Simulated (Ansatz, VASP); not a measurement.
# PtSe2: VASP beside Ansatz

Contents of INCAR:

```
SYSTEM = PtSe2
PREC     = Accurate       ! precision mode
ENCUT    = 520            ! plane-wave cutoff, eV
EDIFF    = 1E-6           ! SCF threshold, eV
ISMEAR   = 0              ! smearing method
SIGMA    = 0.05           ! smearing width, eV
LREAL    = .FALSE.        ! projectors in reciprocal space
LASPH    = .TRUE.         ! aspherical terms in the spheres
NELM     = 150            ! most SCF steps
ALGO     = Fast           ! electronic algorithm
ISIF     = 2              ! what is computed and relaxed
LWAVE    = .FALSE.        ! write WAVECAR
LCHARG   = .TRUE.         ! write CHGCAR
ISPIN    = 2              ! spin polarisation
MAGMOM   = 1 -1 0 0 0 0   ! initial moments
LORBIT   = 11             ! projections on sites
LMAXMIX  = 4              ! l up to which the mixer works
LELF     = .TRUE.         ! ELF
LVHAR    = .TRUE.       
NBANDS   = 35             ! bands
```

The input KPOINTS:

```
Automatic mesh
0
G
  8 8 4
  0 0 0
```

The input POSCAR:

```
PtSe2
1.0
    3.7426818375      0.0000000000      0.0000000000
   -1.8713409187      3.2412575495      0.0000000000
    0.0000000000      0.0000000000      9.5170847517
Pt Se
2 4
Direct
    0.0000000000      0.0000000000      0.0000000000
    0.0000000000      0.0000000000      0.5000000000
    0.3333333333      0.6666666667      0.1322537990
    0.6666666667      0.3333333333      0.3677462010
    0.3333333333      0.6666666667      0.6322537990
    0.6666666667      0.3333333333      0.8677462010
```

Input for Ansatz:

```yaml
crystal:
  lattice:
    - [3.7426818375, 0.0, 0.0]
    - [-1.8713409187, 3.2412575495, 0.0]
    - [0.0, 0.0, 9.5170847517]
  atoms:
    - { symbol: Pt, position: [0.0, 0.0, 0.0], spin: 1.0 }
    - { symbol: Se, position: [0.3333333333, 0.6666666667, 0.132253799] }
    - { symbol: Se, position: [0.6666666667, 0.3333333333, 0.367746201] }
    - { symbol: Pt, position: [0.0, 0.0, 0.5], spin: -1.0 }
    - { symbol: Se, position: [0.3333333333, 0.6666666667, 0.632253799] }
    - { symbol: Se, position: [0.6666666667, 0.3333333333, 0.867746201] }
basis:
  ecutwfc: 420
  ecutrho_ratio: 4
kpoints:
  mp_grid: { grid: [8, 8, 4] }
hamiltonian:
  xc: lda
scf:
  occupations: { method: gaussian, width: 0.05 }
  lower_state_search: "off"
output:
  forces: true
  stress: true
  eigenvalues: true
  populations: true
magnetization:
  spin_polarized: true
```

Alike in both runs: task single point; functional LDA; k mesh 8 × 8 × 4; occupations gaussian, width 0.05 eV; collinear spin.

```csv
,VASP,Ansatz
version,VASP 6.6.1,Ansatz 0.2.0
potentials or method,"VASP PAW LDA potentials, release 64 (Pt, Se), cutoff 520 eV","scalar-relativistic, plane waves, PAW"
valence electrons in the cell,44,100
```

|  | VASP | Ansatz | Ansatz less VASP |
| --- | --- | --- | --- |
| gap on the k mesh at the Fermi level (eV) | none | none | - |
| pressure (GPa) | 0.4 | 0.0 | -0.41 |
| rms of the force components (eV/Å) | 0.029 | 0.005 | -0.0234 |
| net moment per atom (μB) | 0.00 | 0.00 | 0.000 |

LDA's correlation is that of Perdew and Zunger in VASP and of Perdew and Wang (1992) in Ansatz. A gap of «none» marks a metal or a gap that the smearing closes. VASP's potentials hold 44 valence electrons a cell and Ansatz's 100, so a difference there can come from the potentials and not from the codes. Ansatz's warnings: seeded moment not kept.

Neither program's run includes spin-orbit coupling.
